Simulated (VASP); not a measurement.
# In4As5 in VASP: single point with PBE

Aim: the single point of In4As5 with PBE.

Everything below comes from runs of VASP 6.6.1. Logs are shortened: lines on timing, memory, paths and dates and some standing lists are left out, and cuts for length are marked.

## Step 1: The cell of the first run

The cell holds a slab with vacuum, 9 atoms: a = 4.375 Å, b = 4.375 Å, c = 27.374 Å, α = 90.00°, β = 90.00°, γ = 90.00°.

## Step 2: Single point, PBE

Contents of INCAR:

```
PREC = Accurate ; ENCUT = 520
EDIFF = 1E-7 ; ISMEAR = 1
SIGMA = 0.2 ; LREAL = False
LASPH = True ; NELM = 80
ALGO = Normal ; ISIF = 2
LWAVE = False ; LCHARG = True
LDIPOL = True ; IDIPOL = 3
DIPOL = 0.5 0.5 0.500 ; GGA = PE
LELF = True ; LVHAR = True
LVACPOTAV = True ; NBANDS = 48
```

Contents of KPOINTS:

```
Automatic mesh
0
Gamma
  8 8 1
```

Contents of POSCAR:

```
In4As5
1.0
    4.3746994652      0.0000000000      0.0000000000
    0.0000000000      4.3746994652      0.0000000000
    0.0000000000      0.0000000000     27.3735186299
As In
5 4
Direct
    0.0000000000      0.5000000000      0.2739874293
    0.5000000000      0.0000000000      0.3869937146
    0.0000000000      0.5000000000      0.5000000000
    0.5000000000      0.0000000000      0.6130062854
    0.0000000000      0.5000000000      0.7260125707
    0.5000000000      0.5000000000      0.3304905720
    0.0000000000      0.0000000000      0.4434968573
    0.5000000000      0.5000000000      0.5565031427
    0.0000000000      0.0000000000      0.6695094280
```

Potentials or basis: VASP PAW PBE potentials, release 64 (As, In_d).

The run is started by

```bash
cat potpaw_PBE.64/As/POTCAR potpaw_PBE.64/In_d/POTCAR > POTCAR
mpirun -np 1 vasp_std > vasp.out
```

OUTCAR:

```text
PREC = Accurate
   ENCUT = 520
   EDIFF = 1E-7
   ISMEAR = 1
   LREAL = False
   LASPH = True
   NELM = 80
   ISIF = 2
   GGA = PE

 ion  position               nearest neighbor table
   1  0.000  0.500  0.274-   6 2.68   6 2.68
   2  0.500  0.000  0.387-   6 2.68   6 2.68   7 2.68   7 2.68
   3  0.000  0.500  0.500-   7 2.68   8 2.68   7 2.68   8 2.68
   4  0.500  0.000  0.613-   9 2.68   9 2.68   8 2.68   8 2.68
   5  0.000  0.500  0.726-   9 2.68   9 2.68
   6  0.500  0.500  0.330-   2 2.68   2 2.68   1 2.68   1 2.68
   7  0.000  0.000  0.443-   2 2.68   2 2.68   3 2.68   3 2.68
   8  0.500  0.500  0.557-   4 2.68   4 2.68   3 2.68   3 2.68
   9  0.000  0.000  0.670-   4 2.68   4 2.68   5 2.68   5 2.68

  LATTYP: Found a simple tetragonal cell.
 ALAT       =     4.3746994652
 C/A-ratio  =     6.2572340906

  Lattice vectors:

 A1 = (   4.3746994652,   0.0000000000,   0.0000000000)
 A2 = (   0.0000000000,   4.3746994652,   0.0000000000)
 A3 = (   0.0000000000,   0.0000000000,  27.3735186299)

Analysis of symmetry for initial positions (statically):
=====================================================================
 Subroutine PRICEL returns:
 Original cell was already a primitive cell.

 Routine SETGRP: Setting up the symmetry group for a
 simple tetragonal supercell.

 Subroutine GETGRP returns: Found  8 space group operations
 (whereof  4 operations were pure point group operations)
 out of a pool of 16 trial point group operations.

The static configuration has the point symmetry C_2v.
 The point group associated with its full space group is D_2d.

Analysis of symmetry for dynamics (positions and initial velocities):
=====================================================================
 Subroutine PRICEL returns:
 Original cell was already a primitive cell.

 Routine SETGRP: Setting up the symmetry group for a
 simple tetragonal supercell.

 Subroutine GETGRP returns: Found  8 space group operations
 (whereof  4 operations were pure point group operations)
 out of a pool of 16 trial point group operations.

The dynamic configuration has the point symmetry C_2v.
 The point group associated with its full space group is D_2d.

 Subroutine INISYM returns: Found  8 space group operations
 (whereof  4 operations are pure point group operations),
 and found     1 'primitive' translations

----------------------------------------------------------------------------------------

[... 108 lines left out ...]
   NUPDOWN=      -1.0000    fix difference up-down
   EMIN   =  10.00;   EMAX   =-10.00  energy-range for DOS
   EFERMI =   0.00;   METHOD = LEGACY
   ISMEAR =     1;   SIGMA  =   0.20  broadening in eV -4-tet -1-fermi 0-gaus
   EFERMI_NEDOS =   21; number of points for ismear=-14 and -15
   IALGO  =     38    algorithm
   IMIX   =      4    mixing-type and parameters
     AMIX     =   0.40;   BMIX     =  1.00
     AMIX_MAG =   1.60;   BMIX_MAG =  1.00
  volume/ion in A,a.u.               =      58.21       392.81
  Fermi-wavevector in a.u.,A,eV,Ry     =   0.863965  1.632657 10.155867  0.746435
  Thomas-Fermi vector in A             =   1.981992
   LORBIT       =      0    0 simple, 1 ext, 2 COOP (PROOUT), +10 PAW based schemes
   GGA     = PE    functional components
   LHFCALC =     F    Hartree Fock is set to
   AEXX    =    0.0000 exact exchange contribution
   IVDW    =     0    specifies the selected vdW correction
   LEPSILON=     F    determine dielectric tensor
   LRPA    =     F    only Hartree local field effects (RPA)
 non-spin polarized calculation
 Methfessel and Paxton  Order N= 1 SIGMA  =   0.20
  energy-cutoff  :      520.00
  volume of cell :      523.87
 maximum number of plane-waves:     14184
 NGX is ok and might be reduce to    36
   NGX = 17   NGY = 17   NGZ =101

 number of electron      76.9999979 magnetization

 dipolmoment           0.000000      0.000000     -0.000000 electrons x Angstroem

 Free energy of the ion-electron system (eV)
  ---------------------------------------------------
  ext. energy  EPLUGINS =         0.00000000
  ---------------------------------------------------
  free energy    TOTEN  =       -32.24993574 eV

  energy without entropy =      -32.24807956  energy(sigma->0) =      -32.24931701

 E-fermi :  -1.1160     XC(G=0):  -5.0164

 val. band max:       -1.1265795143   @ k =   0.2500   0.0000   0.0000
 cond. band min:      -1.1015420720   @ k =   0.1250   0.0000   0.0000
 fundamental gap:      0.0250374423
 Fermi energy:        -1.1159883336

 k-point     1 :       0.0000    0.0000    0.0000
  band No.  band energies     occupation
      1     -15.3530      2.00000
      2     -15.2817      2.00000
      3     -15.2254      2.00000
      4     -15.2254      2.00000
      5     -15.1930      2.00000
      6     -15.1930      2.00000
[... 754 lines left out ...]
     47       2.7328     -0.00000
     48       2.8984      0.00000

------------------------ aborting loop because EDIFF is reached ----------------------------------------

  FORCE on cell =-STRESS in cart. coord.  units (eV):
  Direction    XX          YY          ZZ          XY          YZ          ZX
  --------------------------------------------------------------------------------------
  -------------------------------------------------------------------------------------
  Total       -2.2035354     -2.2035354      0.2151444      0.0000000      0.0000000      0.0000000
  in kB       -6.7391255     -6.7391255      0.6579814      0.0000000      0.0000000      0.0000000
  external PRESSURE =      -4.2734232 kB  Pullay stress =       0.0000000 kB

 VOLUME and BASIS-vectors are now :
 -----------------------------------------------------------------------------
  energy-cutoff  :      520.00
  volume of cell :      523.87
      direct lattice vectors                 reciprocal lattice vectors
     4.374699465  0.000000000  0.000000000     0.228587131  0.000000000  0.000000000
     0.000000000  4.374699465  0.000000000     0.000000000  0.228587131  0.000000000
     0.000000000  0.000000000 27.373518630     0.000000000  0.000000000  0.036531657

 POSITION                                       TOTAL-FORCE (eV/Angst)
 -----------------------------------------------------------------------------------
      0.00000      2.18735      7.50000         0.000000      0.000000      0.094578
      2.18735      0.00000     10.59338         0.000000      0.000000      0.240791
      0.00000      2.18735     13.68676         0.000000      0.000000      0.000000
      2.18735      0.00000     16.78014         0.000000      0.000000     -0.240791
      0.00000      2.18735     19.87352         0.000000      0.000000     -0.094578
      2.18735      2.18735      9.04669         0.000000      0.000000     -0.277063
      0.00000      0.00000     12.14007         0.000000      0.000000     -0.112872
      2.18735      2.18735     15.23345         0.000000      0.000000      0.112872
      0.00000      0.00000     18.32683         0.000000      0.000000      0.277063
 -----------------------------------------------------------------------------------
    total drift:                                0.000000     -0.000000     -0.000000

  FREE ENERGIE OF THE ION-ELECTRON SYSTEM (eV)
  ---------------------------------------------------
  free  energy   TOTEN  =       -32.2499357356 eV

  energy  without entropy=      -32.2480795588  energy(sigma->0) =      -32.24931701

 vacuum level on the upper side and lower side of the slab         4.621         4.621
```

OSZICAR:

```text
N       E                     dE             d eps       ncg     rms          rms(c)
DAV:   1     0.646963274947E+03    0.64696E+03   -0.31669E+04  1528   0.139E+03
DAV:   2     0.394576329069E+02   -0.60751E+03   -0.59149E+03  1632   0.347E+02
DAV:   3    -0.294374386610E+02   -0.68895E+02   -0.68126E+02  1752   0.153E+02
[... 16 lines left out ...]
DAV:  20    -0.322499276502E+02   -0.71166E-05   -0.11055E-07  1088   0.125E-03    0.518E-04
DAV:  21    -0.322499324678E+02   -0.48176E-05   -0.59731E-08  1040   0.778E-04    0.344E-04
DAV:  22    -0.322499348197E+02   -0.23520E-05   -0.36622E-08  1000   0.462E-04    0.272E-04
DAV:  23    -0.322499356755E+02   -0.85581E-06   -0.16732E-08   960   0.514E-04    0.832E-05
DAV:  24    -0.322499357356E+02   -0.60015E-07   -0.18655E-09   928   0.286E-04
   1 F= -.32249936E+02 E0= -.32249317E+02  d E =-.185618E-02
```

stdout:

```text
POSCAR found type information on POSCAR AsIn
 POSCAR found :  2 types and       9 ions
 scaLAPACK will be used
 LDA part: xc-table for (Slater+PW92), standard interpolation
 POSCAR, INCAR and KPOINTS ok, starting setup
 FFT: planning ... GRIDC
 FFT: planning ... GRID_SOFT
 FFT: planning ... GRID
 WAVECAR not read
 entering main loop
 -----------------------------------------------------------------------------
|                                                                             |
|           W    W    AA    RRRRR   N    N  II  N    N   GGGG   !!!           |
|           W    W   A  A   R    R  NN   N  II  NN   N  G    G  !!!           |
|           W    W  A    A  R    R  N N  N  II  N N  N  G       !!!           |
|           W WW W  AAAAAA  RRRRR   N  N N  II  N  N N  G  GGG   !            |
|           WW  WW  A    A  R   R   N   NN  II  N   NN  G    G                |
|           W    W  A    A  R    R  N    N  II  N    N   GGGG   !!!           |
|                                                                             |
|     Did not find any points to average over, which means that no vacuum     |
|     field-free region was found. Please increase the size of  your cell     |
|     in the dimension of the dipole correction to obtain accurate            |
|     workfunction values.                                                    |
|                                                                             |
 -----------------------------------------------------------------------------
```

It took 23 min on 1 thread of Intel Xeon 8259CL, shared host; peak memory 0.74 GiB.

Results:

```
Free energy            : -32.2499 eV
Largest force          : 0.277 eV/Å
Band gap on the k mesh : zero (an odd number of electrons rules out a gap without spin polarisation)
```

Forces on the atoms (eV/Å):
```
As   0.000  0.000  0.095
As   0.000  0.000  0.241
As   0.000  0.000  0.000
As   0.000  0.000 -0.241
As   0.000  0.000 -0.095
In   0.000  0.000 -0.277
In   0.000  0.000 -0.113
In   0.000  0.000  0.113
In   0.000  0.000  0.277
```

Levels at points of the mesh, in eV from the Fermi level:
```
           k point  band 37  band 38  band 39  band 40  band 41  band 42
(0.00, 0.00, 0.00)     0.03     0.28     0.82     0.82     1.27     2.04
(0.50, 0.00, 0.00)    -0.38    -0.28    -0.16     0.94     1.70     1.77
(0.50, 0.50, 0.00)    -0.70    -0.63    -0.46    -0.46     2.37     2.60
```

Caveat: spin-orbit coupling is left out, which moves the levels of the heavy elements.
